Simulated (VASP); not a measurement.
Wanted: the native input for a VASP 6.6.1 run.

```yaml
Task: single point
Functional: PBEsol
Potentials_or_basis: VASP PAW PBE potentials, release 64 (Ga_d)
Cutoff: 520 eV
k_mesh: 20 × 20 × 20
Occupations: gaussian, width 0.1 eV
Spin: no spin polarisation
Dipole_correction: no
Further_INCAR_settings: ALGO = Normal; EDIFF = 1e-07; NBANDS = 12
```

The structure of Ga lies in POSCAR:

```
Ga
1.0
   -1.4891666400      1.4891666400      2.1636011400
    1.4891666400     -1.4891666400      2.1636011400
    1.4891666400      1.4891666400     -2.1636011400
Ga
1
Direct
    0.0000000000      0.0000000000      0.0000000000
```

This cell differs from its parent crystal: strained.

These files were run (other wordings do the same):

INCAR

```
SYSTEM = Ga
ALGO = Normal ; EDIFF = 1E-7
ENCUT = 520 ; GGA = PS
ISIF = 2 ; ISMEAR = 0
LASPH = .True. ; LCHARG = .False.
LREAL = .False. ; LWAVE = .False.
NBANDS = 12 ; NELM = 100
PREC = Accurate ; SIGMA = 0.1
```

KPOINTS

```
k-points
0
Gamma
  20 20 20
  0 0 0
```

Potentials or basis: VASP PAW PBE potentials, release 64 (Ga_d).

Command:

```sh
$ cat potpaw_PBE.64/Ga_d/POTCAR > POTCAR
$ mpirun -np 1 vasp_std > vasp.out
```

It gave:

The pressure is -3.9 GPa.

Caveat: the cell differs from its parent crystal (strained); the PAW data sets were made with another functional, which shifts forces and pressure a little.

Run time: 31 s on 1 thread of Intel(R) Xeon(R) 6975P-C (Granite Rapids) (shared host), peak memory 0.25 GiB.
